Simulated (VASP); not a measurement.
Al: single point with PBEsol

The system is Al.

```
CELL_PARAMETERS angstrom
2.58828 0.00000 0.00000
0.00000 2.58828 0.00000
0.00000 0.00000 2.58828
ATOMIC_POSITIONS crystal
Al 0.00000 0.00000 0.00000
```

This cell differs from its parent crystal: volume scaled by 0.88.

```
Program             : VASP 6.6.1
Task                : single point
Functional          : PBEsol
Potentials or basis : VASP PAW PBE potentials, release 64 (Al)
Cutoff              : 520 eV
k mesh              : 13 × 13 × 13
Occupations         : fermi-dirac, width 0.1 eV
Spin                : no spin polarisation
```

```yaml
Pressure: 10.4 GPa
```

Levels at points of the mesh, in eV from the Fermi level:
| k point | band 1 | band 2 | band 3 | band 4 | band 5 |
| --- | --- | --- | --- | --- | --- |
| (0.00, 0.00, 0.00) | -10.45 | 8.36 | 8.36 | 10.29 | 10.29 |

It took 3.8 s on 1 thread of Intel Xeon 6975P-C, on a shared host, peak memory 0.12 GiB.

Caveat: the PAW data sets were made with another functional, which shifts forces and pressure a little.
